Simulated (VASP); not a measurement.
# TaN (P-6m2) in VASP: notebook

The runs below take TaN through single point, relaxation of cell and atoms, with PBE+U, PBE.

Program: VASP 6.6.1. These are calculated values, not measurements. Logs are shortened: lines on timing, memory, paths and dates and some standing lists are left out, and cuts for length are marked.

## (1) The cell of the first run

It takes space group P-6m2 (No. 187, hexagonal). The conventional cell has a = 2.970 Å, b = 2.970 Å, c = 2.902 Å, α = 90.00°, β = 90.00°, γ = 120.00°. Within 3.0 Å of Ta (site symmetry -6m2) lie 6 N at 2.25 Å and 8 Ta at 2.90 to 2.97 Å. N (site symmetry -6m2) has 6 Ta at 2.25 Å and 8 N at 2.90 to 2.97 Å within 3.0 Å.

## (2) Single point, PBE+U

Contents of INCAR:

```
PREC = Accurate
ENCUT = 520
EDIFF = 1E-7
ISMEAR = -1
SIGMA = 0.05
LREAL = F
LASPH = T
NELM = 150
ALGO = Normal
ISIF = 2
LWAVE = F
LCHARG = T
LMAXMIX = 4
LDAU = T
LDAUTYPE = 2
LDAUL = 2 -1
LDAUU = 5 0
LDAUJ = 0 0
LDAUPRINT = 1
GGA = PE
LELF = T
LVHAR = T
NBANDS = 15
```

Contents of KPOINTS:

```
Automatic mesh
0
Gamma
  10 10 9
```

Contents of POSCAR:

```
TaN
1.0
    2.9699738234     -0.0000000029      0.0000000000
   -1.4849869092      2.5720727811      0.0000000000
    0.0000000000      0.0000000000      2.9021616555
Ta N
1 1
Direct
    0.3333333333      0.6666666667      0.5000000000
    0.0000000000      0.0000000000      0.0000000000
```

Potentials or basis: VASP PAW PBE potentials, release 64 (Ta_pv, N).

Started as:

```
cat potpaw_PBE.64/Ta_pv/POTCAR potpaw_PBE.64/N/POTCAR > POTCAR
mpirun -np 1 vasp_std > vasp.out
```

OUTCAR:

```text
PREC = Accurate
   ENCUT = 520
   EDIFF = 1E-7
   ISMEAR = -1
   LREAL = F
   LASPH = T
   NELM = 150
   ISIF = 2
   GGA = PE

 ion  position               nearest neighbor table
   1  0.333  0.667  0.500-   2 2.25   2 2.25   2 2.25   2 2.25   2 2.25   2 2.25
   2  0.000  0.000  0.000-   1 2.25   1 2.25   1 2.25   1 2.25   1 2.25   1 2.25

  LATTYP: Found a hexagonal cell.
 ALAT       =     2.9699738234
 C/A-ratio  =     0.9771674190

  Lattice vectors:

 A1 = (   2.9699738234,  -0.0000000029,   0.0000000000)
 A2 = (  -1.4849869092,   2.5720727811,   0.0000000000)
 A3 = (   0.0000000000,   0.0000000000,   2.9021616555)

Analysis of symmetry for initial positions (statically):
=====================================================================
 Subroutine PRICEL returns:
 Original cell was already a primitive cell.

 Routine SETGRP: Setting up the symmetry group for a
 hexagonal supercell.

 Subroutine GETGRP returns: Found 12 space group operations
 (whereof 12 operations were pure point group operations)
 out of a pool of 24 trial point group operations.

The static configuration has the point symmetry D_3h.

Analysis of symmetry for dynamics (positions and initial velocities):
=====================================================================
 Subroutine PRICEL returns:
 Original cell was already a primitive cell.

 Routine SETGRP: Setting up the symmetry group for a
 hexagonal supercell.

 Subroutine GETGRP returns: Found 12 space group operations
 (whereof 12 operations were pure point group operations)
 out of a pool of 24 trial point group operations.

The dynamic configuration has the point symmetry D_3h.

 Subroutine INISYM returns: Found 12 space group operations
 (whereof 12 operations are pure point group operations),
 and found     1 'primitive' translations

----------------------------------------------------------------------------------------

[... 149 lines left out ...]
 -0.0000  0.1653 -0.0000 -0.0000  0.0000
  0.0000 -0.0000  0.3022 -0.0000  0.0000
 -0.0000 -0.0000 -0.0000  0.1653 -0.0000
 -0.0000  0.0000  0.0000 -0.0000  0.2471

 occupancies and eigenvectors

  o =  0.1653  v =  0.0000  0.3965 -0.0000  0.9181 -0.0000  0.0000  0.0000  0.0000  0.0000  0.0000      0.0000  0.0000  0.0000  0.0000  0.0000  0.0000  0.0000  0.0000  0.0000  0.0000
  o =  0.1653  v =  0.0000  0.0000  0.0000  0.0000  0.0000  0.0000  0.3965 -0.0000  0.9181 -0.0000      0.0000  0.0000  0.0000  0.0000  0.0000  0.0000  0.0000  0.0000  0.0000  0.0000
  o =  0.1653  v =  0.0000 -0.9181  0.0000  0.3965  0.0000  0.0000  0.0000  0.0000  0.0000  0.0000      0.0000  0.0000  0.0000  0.0000  0.0000  0.0000  0.0000  0.0000  0.0000  0.0000
  o =  0.1653  v =  0.0000  0.0000  0.0000  0.0000  0.0000  0.0000 -0.9181  0.0000  0.3965  0.0000      0.0000  0.0000  0.0000  0.0000  0.0000  0.0000  0.0000  0.0000  0.0000  0.0000
  o =  0.2471  v =  0.0000  0.0000  0.0000  0.0000  0.0000  1.0000 -0.0000 -0.0000 -0.0000  0.0024      0.0000  0.0000  0.0000  0.0000  0.0000  0.0000  0.0000  0.0000  0.0000  0.0000
  o =  0.2471  v =  1.0000 -0.0000 -0.0000 -0.0000  0.0024  0.0000  0.0000  0.0000  0.0000  0.0000      0.0000  0.0000  0.0000  0.0000  0.0000  0.0000  0.0000  0.0000  0.0000  0.0000
  o =  0.2471  v = -0.0024  0.0000 -0.0000 -0.0000  1.0000  0.0000  0.0000  0.0000  0.0000  0.0000      0.0000  0.0000  0.0000  0.0000  0.0000  0.0000  0.0000  0.0000  0.0000  0.0000
  o =  0.2471  v =  0.0000  0.0000  0.0000  0.0000  0.0000 -0.0024  0.0000 -0.0000 -0.0000  1.0000      0.0000  0.0000  0.0000  0.0000  0.0000  0.0000  0.0000  0.0000  0.0000  0.0000
  o =  0.3022  v =  0.0000  0.0000  0.0000  0.0000  0.0000 -0.0000 -0.0000 -1.0000  0.0000 -0.0000      0.0000  0.0000  0.0000  0.0000  0.0000  0.0000  0.0000  0.0000  0.0000  0.0000
  o =  0.3022  v = -0.0000 -0.0000 -1.0000  0.0000 -0.0000  0.0000  0.0000  0.0000  0.0000  0.0000      0.0000  0.0000  0.0000  0.0000  0.0000  0.0000  0.0000  0.0000  0.0000  0.0000

 number of electron      16.0000000 magnetization

 Free energy of the ion-electron system (eV)
  ---------------------------------------------------
  ext. energy  EPLUGINS =         0.00000000
  ---------------------------------------------------
  free energy    TOTEN  =       -18.01490343 eV

  energy without entropy =      -18.01460419  energy(sigma->0) =      -18.01475381

 E-fermi :   8.8358     XC(G=0): -13.2068

 val. band max:        8.7133897199   @ k =   0.0000   0.0000   0.4444
 cond. band min:       9.0283353605   @ k =   0.1000   0.0000   0.4444
 fundamental gap:      0.3149456406
 Fermi energy:         8.8357860347

 k-point     1 :       0.0000    0.0000    0.0000
  band No.  band energies     occupation
      1     -27.4053      2.00000
      2     -27.1831      2.00000
      3     -27.1831      2.00000
      4      -9.3540      2.00000
      5       4.0309      2.00000
      6       4.0309      2.00000
      7       4.3903      2.00000
      8       5.4019      2.00000
      9      10.0670      0.00000
     10      12.0705      0.00000
     11      12.0705      0.00000
     12      13.0828      0.00000
     13      13.0828      0.00000
     14      20.5598      0.00000
[... 401 lines left out ...]
      2     -27.4255      2.00000
      3     -27.3733      2.00000
      4      -7.0785      2.00000
      5       0.3816      2.00000
      6       3.2938      2.00000
      7       4.2600      2.00000
      8       6.3409      2.00000
      9      11.2971      0.00000
     10      12.2280      0.00000
     11      13.0829      0.00000
     12      14.3686      0.00000
     13      16.9131      0.00000
     14      19.5629      0.00000
     15      20.5923      0.00000

 [... further k-points ...]
[... 5 lines left out ...]
  --------------------------------------------------------------------------------------
  -------------------------------------------------------------------------------------
  Total        1.3390138      1.3390138      1.9780111     -0.0000000     -0.0000000      0.0000000
  in kB       96.7694225     96.7694225    142.9492309     -0.0000000     -0.0000000      0.0000000
  external PRESSURE =     112.1626920 kB  Pullay stress =       0.0000000 kB

 VOLUME and BASIS-vectors are now :
 -----------------------------------------------------------------------------
  energy-cutoff  :      520.00
  volume of cell :       22.17
      direct lattice vectors                 reciprocal lattice vectors
     2.969973823 -0.000000003  0.000000000     0.336703304  0.194395743  0.000000000
    -1.484986909  2.572072781  0.000000000     0.000000000  0.388791487  0.000000000
     0.000000000  0.000000000  2.902161656     0.000000000  0.000000000  0.344570744

 POSITION                                       TOTAL-FORCE (eV/Angst)
 -----------------------------------------------------------------------------------
      0.00000      1.71472      1.45108        -0.000000      0.000000      0.000000
      0.00000      0.00000      0.00000         0.000000     -0.000000      0.000000
 -----------------------------------------------------------------------------------
    total drift:                                0.000000     -0.000000     -0.000000

  FREE ENERGIE OF THE ION-ELECTRON SYSTEM (eV)
  ---------------------------------------------------
  free  energy   TOTEN  =       -18.0149034309 eV

  energy  without entropy=      -18.0146041908  energy(sigma->0) =      -18.01475381
```

OSZICAR:

```text
N       E                     dE             d eps       ncg     rms          rms(c)
DAV:   1     0.950034430685E+02    0.95003E+02   -0.87286E+03  2100   0.112E+03
DAV:   2    -0.181958045618E+02   -0.11320E+03   -0.10704E+03  2576   0.306E+02
DAV:   3    -0.211505814732E+02   -0.29548E+01   -0.29423E+01  2303   0.459E+01
DAV:   4    -0.211625622261E+02   -0.11981E-01   -0.11978E-01  2891   0.319E+00
DAV:   5    -0.211626384099E+02   -0.76184E-04   -0.76183E-04  2289   0.236E-01    0.216E+01
DAV:   6    -0.180881328356E+02    0.30745E+01   -0.50833E+00  2723   0.260E+01    0.870E+00
DAV:   7    -0.180475456602E+02    0.40587E-01   -0.76797E-01  2394   0.637E+00    0.583E+00
DAV:   8    -0.180274580138E+02    0.20088E-01   -0.24875E-01  2485   0.411E+00    0.148E+00
DAV:   9    -0.180143059320E+02    0.13152E-01   -0.33650E-02  2282   0.150E+00    0.261E-01
DAV:  10    -0.180151013536E+02   -0.79542E-03   -0.24851E-03  2443   0.563E-01    0.982E-02
DAV:  11    -0.180149006475E+02    0.20071E-03   -0.28223E-04  2506   0.175E-01    0.177E-02
DAV:  12    -0.180149043740E+02   -0.37265E-05   -0.40127E-05  2184   0.532E-02    0.125E-02
DAV:  13    -0.180149033930E+02    0.98100E-06   -0.12653E-06  2590   0.109E-02    0.582E-03
DAV:  14    -0.180149034309E+02   -0.37922E-07   -0.31790E-07  2128   0.444E-03
   1 F= -.18014903E+02 E0= -.18014754E+02  d E =-.299240E-03
```

stdout:

```text
POSCAR found type information on POSCAR TaN
 POSCAR found :  2 types and       2 ions
 scaLAPACK will be used
 LDA part: xc-table for (Slater+PW92), standard interpolation
 POSCAR, INCAR and KPOINTS ok, starting setup
 FFT: planning ... GRIDC
 FFT: planning ... GRID_SOFT
 FFT: planning ... GRID
 WAVECAR not read
 entering main loop
```

Run time: 15 s. Hardware: 1 thread of Intel Xeon Platinum 8259CL at 2.50GHz (Skylake/Cascade Lake), shared host; peak memory 0.15 GiB.

What came out:

```
Free energy            : -18.0149 eV
Pressure               : 11.2 GPa
Band gap on the k mesh : zero (band 8 reaches 9.04 eV, above the bottom of band 9 at 8.71 eV)
```

Stress tensor (GPa, compression positive):
```
 9.68  0.00  0.00
 0.00  9.68  0.00
 0.00  0.00 14.29
```

Eigenvalues of the final occupation matrices:
```tsv
site	spin	trace	eigenvalues
site 1 d	1	1.13	0.17 0.17 0.25 0.25 0.30
site 1 d	2	1.13	0.17 0.17 0.25 0.25 0.30
```

Caveat: spin-orbit coupling is left out, which moves the levels of the heavy elements; U without spin polarisation on a metal has little footing.

[end of part 1 of 2]
